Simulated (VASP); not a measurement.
# Ti2SnTe3 (I4/mmm) in VASP: further runs

Ti2SnTe3 is run at these levels: PBE; tasks: single point, relaxation of cell and atoms.

All numbers are computed with VASP 6.6.1; they aren't measurements. Logs are shortened: lines on timing, memory, paths and dates and some standing lists are left out, and cuts for length are marked.

### Step 1. The cell of the first run

It takes space group I4/mmm (No. 139, tetragonal). Conventional cell: a = 5.989 Å, b = 5.989 Å, c = 9.047 Å, α = 90.00°, β = 90.00°, γ = 90.00°. Ti (site symmetry -4m2) has 8 Te at 3.00 to 3.75 Å and 4 Sn at 3.75 Å within 4.0 Å. Within 2.7 Å of Sn (site symmetry 4/mmm) lie 2 Te at 2.03 Å. Within 2.7 Å of Te (site symmetry 4mm) lie 1 Sn at 2.03 Å and 1 Te at 2.49 Å. Within 3.3 Å of Te (site symmetry 4/mmm) lie 2 Te at 2.49 Å.

The cell was generated, and may not be a known phase.

### Step 2. Single point, PBE

The input, INCAR:

```
SYSTEM = Ti2SnTe3
ALGO     = Normal         ! electronic algorithm
EDIFF    = 1E-6           ! SCF threshold, eV
ENCUT    = 520            ! plane-wave cutoff, eV
GGA      = PE             ! functional
ISIF     = 2              ! what is computed and relaxed
ISMEAR   = 0              ! smearing method
LASPH    = .TRUE.         ! aspherical terms in the spheres
LCHARG   = .FALSE.        ! write CHGCAR
LREAL    = .FALSE.        ! projectors in reciprocal space
LWAVE    = .FALSE.        ! write WAVECAR
NBANDS   = 37             ! bands
NELM     = 60             ! most SCF steps
PREC     = Accurate       ! precision mode
SIGMA    = 0.1            ! smearing width, eV
```

The input, KPOINTS:

```
k-points
0
G
  4 4 4
  0 0 0
```

The input, POSCAR:

```
Ti2SnTe3
1.0
   -2.9942986100      2.9942986100      4.5232776400
    2.9942986100     -2.9942986100      4.5232776400
    2.9942986100      2.9942986100     -4.5232776400
Ti Sn Te
2 1 3
Direct
    0.7500000000      0.2500000000      0.5000000000
    0.2500000000      0.7500000000      0.5000000000
    0.5000000000      0.5000000000      0.0000000000
    0.7245966300      0.7245966300      0.0000000000
    0.2754033700      0.2754033700      0.0000000000
    0.0000000000      0.0000000000      0.0000000000
```

Potentials or basis: VASP PAW PBE potentials, release 64 (Ti_sv, Sn_d, Te).

The run is started by

```bash
> cat potpaw_PBE.64/Ti_sv/POTCAR potpaw_PBE.64/Sn_d/POTCAR potpaw_PBE.64/Te/POTCAR > POTCAR
> mpirun -np 1 vasp_std > vasp.out
```

OUTCAR:

```text
SYSTEM = Ti2SnTe3
   EDIFF = 1E-6
   ENCUT = 520
   GGA = PE
   ISIF = 2
   ISMEAR = 0
   LASPH = .TRUE.
   LREAL = .FALSE.
   NELM = 60
   PREC = Accurate

 ion  position               nearest neighbor table
   1  0.750  0.250  0.500-   5 3.00   4 3.00   5 3.00   4 3.00
   2  0.250  0.750  0.500-   5 3.00   4 3.00   5 3.00   4 3.00
   3  0.500  0.500  0.000-   4 2.03   5 2.03
   4  0.725  0.725  0.000-   3 2.03   6 2.49   2 3.00   1 3.00   1 3.00   2 3.00
   5  0.275  0.275  0.000-   3 2.03   6 2.49   1 3.00   2 3.00   2 3.00   1 3.00
   6  0.000  0.000  0.000-   4 2.49   5 2.49

  LATTYP: Found a body centered tetragonal cell.
 ALAT       =     5.9885972200
 C/A-ratio  =     1.5106301105

  Lattice vectors:

 A1 = (  -2.9942986100,   2.9942986100,   4.5232776400)
 A2 = (   2.9942986100,  -2.9942986100,   4.5232776400)
 A3 = (   2.9942986100,   2.9942986100,  -4.5232776400)

Analysis of symmetry for initial positions (statically):
=====================================================================
 Subroutine PRICEL returns:
 Original cell was already a primitive cell.

 Routine SETGRP: Setting up the symmetry group for a
 body centered tetragonal supercell.

 Subroutine GETGRP returns: Found 16 space group operations
 (whereof 16 operations were pure point group operations)
 out of a pool of 16 trial point group operations.

The static configuration has the point symmetry D_4h.

Analysis of symmetry for dynamics (positions and initial velocities):
=====================================================================
 Subroutine PRICEL returns:
 Original cell was already a primitive cell.

 Routine SETGRP: Setting up the symmetry group for a
 body centered tetragonal supercell.

 Subroutine GETGRP returns: Found 16 space group operations
 (whereof 16 operations were pure point group operations)
 out of a pool of 16 trial point group operations.

The dynamic configuration has the point symmetry D_4h.

 Subroutine INISYM returns: Found 16 space group operations
 (whereof 16 operations are pure point group operations),
 and found     1 'primitive' translations

----------------------------------------------------------------------------------------

                                     Primitive cell

  volume of cell :     162.2196

  direct lattice vectors                    reciprocal lattice vectors
    -2.994298610  2.994298610  4.523277640     0.000000000  0.166984014  0.110539312
     2.994298610 -2.994298610  4.523277640     0.166984014  0.000000000  0.110539312
     2.994298610  2.994298610 -4.523277640     0.166984014  0.166984014  0.000000000

  length of vectors
     6.196102722  6.196102722  6.196102722     0.200256337  0.200256337  0.236151057

  position of ions in fractional coordinates (direct lattice)
     0.750000000  0.250000000  0.500000000
     0.250000000  0.750000000  0.500000000
     0.500000000  0.500000000  0.000000000
     0.724596630  0.724596630  0.000000000
     0.275403370  0.275403370  0.000000000
     0.000000000  0.000000000  0.000000000

  ion indices of the primitive-cell ions
   primitive index   ion index
                 1           1
                 2           2
                 3           3
                 4           4
                 5           5
                 6           6

----------------------------------------------------------------------------------------

 KPOINTS: k-points

Automatic generation of k-mesh.
 Grid dimensions read from file:
 generate k-points for:    4    4    4

 Generating k-lattice:

  Cartesian coordinates                     Fractional coordinates (reciprocal lattice)
     0.000000000  0.041746003  0.027634828     0.250000000  0.000000000 -0.000000000
     0.041746003  0.000000000  0.027634828     0.000000000  0.250000000 -0.000000000
     0.041746003  0.041746003  0.000000000     0.000000000  0.000000000  0.250000000

  Length of vectors
     0.050064084  0.050064084  0.059037764

  Shift w.r.t. Gamma in fractional coordinates (k-lattice)
     0.000000000  0.000000000  0.000000000

 Subroutine IBZKPT returns following result:
 ===========================================

 Found     13 irreducible k-points:

 Following reciprocal coordinates:
            Coordinates               Weight
  0.000000  0.000000  0.000000      1.000000
  0.250000  0.000000 -0.000000      8.000000
  0.500000  0.000000 -0.000000      4.000000
  0.250000  0.250000 -0.000000      8.000000
  0.500000  0.250000 -0.000000     16.000000
 -0.250000  0.250000  0.000000      4.000000
  0.500000  0.500000 -0.000000      2.000000
  0.250000  0.250000  0.250000      2.000000
 -0.250000  0.250000  0.250000      4.000000
  0.500000  0.500000  0.250000      4.000000
 -0.250000  0.500000  0.250000      8.000000
 -0.250000 -0.250000  0.250000      2.000000
  0.500000  0.500000  0.500000      1.000000
   k-points           NKPTS =     13   k-points in BZ     NKDIM =     13   number of bands    NBANDS=     37
   number of dos      NEDOS =    301   number of ions     NIONS =      6
   total plane-waves  NPLWV = 110592
   dimension x,y,z NGX =    48 NGY =   48 NGZ =   48
   dimension x,y,z NGXF=    96 NGYF=   96 NGZF=   96
   ions per type =               2   1   3
   NGX,Y,Z   is equivalent  to a cutoff of  12.88, 12.88, 12.88 a.u.
   NGXF,Y,Z  is equivalent  to a cutoff of  25.76, 25.76, 25.76 a.u.
 SYSTEM =  Ti2SnTe3
   PREC   = accura    normal or accurate (medium, high low for compatibility)
   ISTART =      0    job   : 0-new  1-cont  2-samecut
   ICHARG =      2    charge: 1-file 2-atom 10-const
   ISPIN  =      1    spin polarized calculation?
   LNONCOLLINEAR =      F non collinear calculations
   LSORBIT =      F    spin-orbit coupling
   LASPH  =      T    aspherical Exc in radial PAW
   ENCUT  =  520.0 eV  38.22 Ry    6.18 a.u.  11.52 11.52 11.52*2*pi/ulx,y,z
   NELM   =     60;   NELMIN=  2; NELMDL= -5     # of ELM steps
   EDIFF  = 0.1E-05   stopping-criterion for ELM
   LREAL  =      F    real-space projection
   EDIFFG = 0.1E-04   stopping-criterion for IOM
   NSW    =      0    number of steps for IOM
   IBRION =     -1    ionic relax: 0-MD 1-quasi-New 2-CG
   NFREE  =      0    steps in history (QN), initial steepest desc. (CG)
   ISIF   =      2    stress and relaxation
   ISYM   =      2    0-nonsym 1-usesym 2-fastsym
   POTIM  = 0.5000    time-step for ionic-motion
   TEBEG  =    0.0;   TEEND  =   0.0 temperature during run
   PSTRESS=    0.0 pullay stress
   NELECT =      56.0000    total number of electrons
   NUPDOWN=      -1.0000    fix difference up-down
   EMIN   =  10.00;   EMAX   =-10.00  energy-range for DOS
   EFERMI =   0.00;   METHOD = LEGACY
   ISMEAR =     0;   SIGMA  =   0.10  broadening in eV -4-tet -1-fermi 0-gaus
   EFERMI_NEDOS =   21; number of points for ismear=-14 and -15
   IALGO  =     38    algorithm
   IMIX   =      4    mixing-type and parameters
     AMIX     =   0.40;   BMIX     =  1.00
     AMIX_MAG =   1.60;   BMIX_MAG =  1.00
  volume/ion in A,a.u.               =      27.04       182.45
  Fermi-wavevector in a.u.,A,eV,Ry     =   1.148426  2.170210 17.944483  1.318882
  Thomas-Fermi vector in A             =   2.285101
   LORBIT       =      0    0 simple, 1 ext, 2 COOP (PROOUT), +10 PAW based schemes
   GGA     = PE    functional components
   LHFCALC =     F    Hartree Fock is set to
   AEXX    =    0.0000 exact exchange contribution
   IVDW    =     0    specifies the selected vdW correction
   LEPSILON=     F    determine dielectric tensor
   LRPA    =     F    only Hartree local field effects (RPA)
 non-spin polarized calculation
 Gauss-broadening in eV      SIGMA  =   0.10
  energy-cutoff  :      520.00
  volume of cell :      162.22
 maximum number of plane-waves:      4409
 NGX is ok and might be reduce to    48
   NGX = 23   NGY = 23   NGZ = 23

 number of electron      55.9999996 magnetization

 Free energy of the ion-electron system (eV)
  ---------------------------------------------------
  ext. energy  EPLUGINS =         0.00000000
  ---------------------------------------------------
  free energy    TOTEN  =       -10.83238879 eV

  energy without entropy =      -10.77406624  energy(sigma->0) =      -10.80322751

 E-fermi :   8.0666     XC(G=0):  -9.7413

 val. band max:        8.0638344873   @ k =   0.2500   0.0000  -0.0000
 cond. band min:       8.0684853294   @ k =   0.5000   0.0000  -0.0000
 fundamental gap:      0.0046508421
 Fermi energy:         8.0666124168

 k-point     1 :       0.0000    0.0000    0.0000
  band No.  band energies     occupation
      1     -49.6270      2.00000
      2     -49.6265      2.00000
      3     -25.9608      2.00000
      4     -25.9598      2.00000
      5     -25.9115      2.00000
      6     -25.9115      2.00000
[... 29 lines left out ...]
     36       9.0172      0.00000
     37       9.0172      0.00000

 k-point     2 :       0.2500    0.0000   -0.0000
  band No.  band energies     occupation
      1     -49.6270      2.00000
      2     -49.6266      2.00000
      3     -25.9606      2.00000
      4     -25.9599      2.00000
      5     -25.9106      2.00000
      6     -25.9106      2.00000
[... 29 lines left out ...]
     36       9.0257      0.00000
     37       9.6209      0.00000

 k-point     3 :       0.5000    0.0000   -0.0000
  band No.  band energies     occupation
      1     -49.6268      2.00000
      2     -49.6268      2.00000
      3     -25.9603      2.00000
      4     -25.9602      2.00000
      5     -25.9085      2.00000
      6     -25.9085      2.00000
[... 29 lines left out ...]
     36       8.9578      0.00000
     37       9.5394      0.00000
[... 321 lines left out ...]
 k-point    12 :      -0.2500   -0.2500    0.2500
  band No.  band energies     occupation
      1     -49.6270      2.00000
      2     -49.6265      2.00000
      3     -25.9608      2.00000
      4     -25.9598      2.00000
      5     -25.9116      2.00000
      6     -25.9116      2.00000
[... 29 lines left out ...]
     36       8.9020      0.00000
     37       9.1487      0.00000

 k-point    13 :       0.5000    0.5000    0.5000
  band No.  band energies     occupation
      1     -49.6270      2.00000
      2     -49.6265      2.00000
      3     -25.9618      2.00000
      4     -25.9587      2.00000
      5     -25.9117      2.00000
      6     -25.9117      2.00000
[... 29 lines left out ...]
     36       8.8072      0.00000
     37       8.9645      0.00000

------------------------ aborting loop because EDIFF is reached ----------------------------------------

  FORCE on cell =-STRESS in cart. coord.  units (eV):
  Direction    XX          YY          ZZ          XY          YZ          ZX
  --------------------------------------------------------------------------------------
  -------------------------------------------------------------------------------------
  Total       -8.2572396     -8.2572396    125.1394347      0.0000000     -0.0000000      0.0000000
  in kB      -81.5533896    -81.5533896   1235.9511805      0.0000000     -0.0000000      0.0000000
  external PRESSURE =     357.6148004 kB  Pullay stress =       0.0000000 kB

 VOLUME and BASIS-vectors are now :
 -----------------------------------------------------------------------------
  energy-cutoff  :      520.00
  volume of cell :      162.22
      direct lattice vectors                 reciprocal lattice vectors
    -2.994298610  2.994298610  4.523277640     0.000000000  0.166984014  0.110539312
     2.994298610 -2.994298610  4.523277640     0.166984014  0.000000000  0.110539312
     2.994298610  2.994298610 -4.523277640     0.166984014  0.166984014  0.000000000

 POSITION                                       TOTAL-FORCE (eV/Angst)
 -----------------------------------------------------------------------------------
     -0.00000      2.99430      2.26164         0.000000      0.000000     -0.000000
      2.99430     -0.00000      2.26164         0.000000      0.000000     -0.000000
      0.00000      0.00000      4.52328         0.000000      0.000000     -0.000000
      0.00000      0.00000      6.55510         0.000000      0.000000     17.412174
      0.00000      0.00000      2.49145        -0.000000     -0.000000    -17.412174
      0.00000      0.00000      0.00000         0.000000      0.000000     -0.000000
 -----------------------------------------------------------------------------------
    total drift:                                0.000000     -0.000000      0.000000

  FREE ENERGIE OF THE ION-ELECTRON SYSTEM (eV)
  ---------------------------------------------------
  free  energy   TOTEN  =       -10.8323887873 eV

  energy  without entropy=      -10.7740662358  energy(sigma->0) =      -10.80322751
```

Wall time 2.3 min (1 thread of Intel Xeon Platinum 8259CL at 2.50GHz (Skylake/Cascade Lake), shared host); peak memory 0.36 GiB.

What came out:

```yaml
Free_energy: -10.8324 eV
Pressure: 35.8 GPa
Largest_force: 17.412 eV/Å
Band_gap_on_the_k_mesh: zero (bands 28 and 29 overlap by 0.76 eV)
```

Forces on the atoms (eV/Å):
```
Ti    0.000   0.000   0.000
Ti    0.000   0.000   0.000
Sn    0.000   0.000   0.000
Te    0.000   0.000  17.412
Te    0.000   0.000 -17.412
Te    0.000   0.000   0.000
```

Levels at points of the mesh, in eV from the Fermi level:
| k point | band 24 | band 25 | band 26 | band 27 | band 28 | band 29 | band 30 | band 31 | band 32 | band 33 |
| --- | --- | --- | --- | --- | --- | --- | --- | --- | --- | --- |
| (0.00, 0.00, 0.00) | -3.97 | -1.39 | -1.11 | -0.26 | 0.08 | 0.20 | 0.20 | 0.24 | 0.55 | 0.65 |
| (0.50, 0.00, 0.00) | -2.37 | -1.38 | -1.30 | -1.07 | 0.00 | 0.09 | 0.14 | 0.22 | 0.30 | 0.50 |
| (0.50, 0.50, 0.00) | -2.15 | -0.98 | -0.05 | 0.04 | 0.29 | 0.30 | 0.35 | 0.38 | 0.64 | 0.64 |
| (0.50, 0.50, 0.50) | -2.41 | -1.33 | -1.17 | -0.35 | -0.32 | -0.32 | -0.23 | 0.17 | 0.37 | 0.37 |

Caveat: the stress differs along the axes, from -8 to 124 GPa; spin-orbit coupling is left out, which moves the levels of the heavy elements; forces of over 1 eV/Å act on the atoms, so gaps and moduli don't describe the material at rest.

### Step 3. Single point, PBE

This run uses another cell than the first one, of 30.57 Å³/atom.

The input, INCAR:

```
SYSTEM = Ti2SnTe3
PREC = Accurate
ENCUT = 520
EDIFF = 1E-7
ISMEAR = 0
SIGMA = 0.1
LREAL = .FALSE.
LASPH = .TRUE.
NELM = 100
ALGO = Normal
ISIF = 2
LWAVE = .FALSE.
LCHARG = .FALSE.
GGA = PE
NBANDS = 37
```

The input, KPOINTS:

```
regular mesh
0
G
  4 4 4
  0 0 0
```

The input, POSCAR:

```
Ti2SnTe3
1.0
   -2.1402042798      2.1402042798     10.0095413690
    2.1402042798     -2.1402042798     10.0095413690
    2.1402042798      2.1402042798    -10.0095413690
Ti Sn Te
2 1 3
Direct
    0.7500000000      0.2500000000      0.5000000000
    0.2500000000      0.7500000000      0.5000000000
    0.5000000000      0.5000000000      0.0000000000
    0.6639864403      0.6639864403      0.0000000000
    0.3360135597      0.3360135597      0.0000000000
    0.0000000000      0.0000000000      0.0000000000
```

Potentials or basis: VASP PAW PBE potentials, release 64 (Ti_sv, Sn_d, Te).

The run is started by

```bash
> cat potpaw_PBE.64/Ti_sv/POTCAR potpaw_PBE.64/Sn_d/POTCAR potpaw_PBE.64/Te/POTCAR > POTCAR
> mpirun -np 1 vasp_std > vasp.out
```

Wall time 12 min (1 thread of Intel Xeon Platinum 8259CL at 2.50GHz (Skylake/Cascade Lake), shared host); peak memory 0.96 GiB.

The run converged. Its results:

* Free energy: -30.9279 eV
* Pressure: 0.0 GPa
* Largest force: 0.046 eV/Å
* Band gap on the k mesh: zero (bands 28 and 29 overlap by 0.74 eV)

Forces in eV/Å, atoms in the order of the input:
```
Ti   0.000  0.000  0.000
Ti   0.000  0.000  0.000
Sn   0.000  0.000  0.000
Te   0.000  0.000 -0.046
Te   0.000  0.000  0.046
Te   0.000  0.000  0.000
```

Stress tensor (GPa, compression positive):
```
 0.05  0.00  0.00
 0.00  0.05  0.00
 0.00  0.00 -0.03
```

Levels at points of the mesh, in eV from the Fermi level:
```tsv
k point	band 24	band 25	band 26	band 27	band 28	band 29	band 30	band 31	band 32	band 33
(0.00, 0.00, 0.00)	-2.13	-2.13	-1.75	-0.89	0.29	0.59	0.78	1.80	1.80	2.30
(0.50, 0.00, 0.00)	-1.26	-0.93	-0.07	0.24	0.38	0.38	0.82	0.87	0.99	1.06
(0.50, 0.50, 0.00)	-2.81	-2.23	-1.11	-0.50	-0.39	-0.35	-0.34	1.24	1.28	1.60
(0.50, 0.50, 0.50)	-1.97	-1.96	-1.96	-0.89	0.30	0.77	0.83	1.81	1.81	2.30
```

Caveat: the k points lie up to 0.38 Å⁻¹ apart, too coarse for converged energies and pressures of a metal; spin-orbit coupling is left out, which moves the levels of the heavy elements.

(Part 1 of 2 ends here.)

The gap in the log of VASP goes by the Fermi energy; the results here count the filled bands.